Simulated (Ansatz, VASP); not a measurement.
## CuAu3 in VASP and in Ansatz

The input INCAR:

```
SYSTEM = CuAu3
PREC     = Accurate       ! precision mode
ENCUT    = 520            ! plane-wave cutoff, eV
EDIFF    = 1E-8           ! SCF threshold, eV
ISMEAR   = -1             ! smearing method
SIGMA    = 0.05           ! smearing width, eV
LREAL    = .False.        ! projectors in reciprocal space
LASPH    = .True.         ! aspherical terms in the spheres
NELM     = 80             ! most SCF steps
ALGO     = Normal         ! electronic algorithm
ISIF     = 2              ! what is computed and relaxed
LWAVE    = .False.        ! write WAVECAR
LCHARG   = .False.        ! write CHGCAR
LEFG     = .True.       
NBANDS   = 30             ! bands
```

File KPOINTS:

```
regular mesh
0
Gamma
  9 9 9
  0 0 0
```

The input POSCAR:

```
CuAu3
1.0
    3.9800000000      0.0000000000      0.0000000000
    0.0000000000      3.9800000000      0.0000000000
    0.0000000000      0.0000000000      3.9800000000
Cu Au
1 3
Direct
    0.0000000000      0.0000000000      0.0000000000
    0.0000000000      0.5000000000      0.5000000000
    0.5000000000      0.0000000000      0.5000000000
    0.5000000000      0.5000000000      0.0000000000
```

Input for Ansatz:

```yaml
crystal:
  lattice:
    - [3.98, 0.0, 0.0]
    - [0.0, 3.98, 0.0]
    - [0.0, 0.0, 3.98]
  atoms:
    - { symbol: Cu, position: [0.0, 0.0, 0.0] }
    - { symbol: Au, position: [0.0, 0.5, 0.5] }
    - { symbol: Au, position: [0.5, 0.0, 0.5] }
    - { symbol: Au, position: [0.5, 0.5, 0.0] }
kpoints:
  mp_grid: { grid: [9, 9, 9] }
  band_path:
    path:
      - [0.0, 0.0, 0.0]
      - [0.0, 0.5, 0.0]
      - [0.5, 0.5, 0.0]
      - [0.0, 0.0, 0.0]
      - [0.5, 0.5, 0.5]
      - [0.0, 0.5, 0.0]
      - [0.5, 0.5, 0.5]
      - [0.5, 0.5, 0.0]
    npoints: 14
scf:
  occupations: { method: fermi_dirac, width: 0.05 }
hamiltonian:
  xc: lda
  pseudopotentials: { kind: paw }
output:
  forces: true
  stress: true
  eigenvalues: true
  efg: { contact_densities: true }
  populations: true
  bader: true
  dos: { projected: true, de: 0.2, e_range: [-14, 8] }
  write_density: true
  write_potential: true
  elf: true
  volumetric_format: npy
```

Alike in both runs: task electric field gradients; functional LDA; k mesh 9 × 9 × 9; occupations fermi-dirac, width 0.05 eV; no spin polarisation.

|  | VASP | Ansatz |
| --- | --- | --- |
| version | VASP 6.6.1 | Ansatz 0.2.0 |
| potentials or method | VASP PAW LDA potentials, release 64 (Cu, Au) | PAW with Ansatz's default frozen-core files, scalar-relativistic |
| plane-wave cutoff (eV) | 520 | 420 |
| valence electrons in the cell | 44 | 76 |

VASP gave:

| Item | Value |
| --- | --- |
| pressure (GPa) | -5.1 |
| size of Vzz on the site where it differs most (V/Å²) | 75.6 |

**Question.** Which values does Ansatz return?

**Answer.** Pressure (GPa): -5.6; size of Vzz on the site where it differs most (V/Å²): 47.3.

LDA's correlation is that of Perdew and Zunger in VASP and of Perdew and Wang (1992) in Ansatz. VASP's potentials hold 44 valence electrons a cell and Ansatz's 76, so a difference there can come from the potentials and not from the codes.

Neither program's run includes spin-orbit coupling.
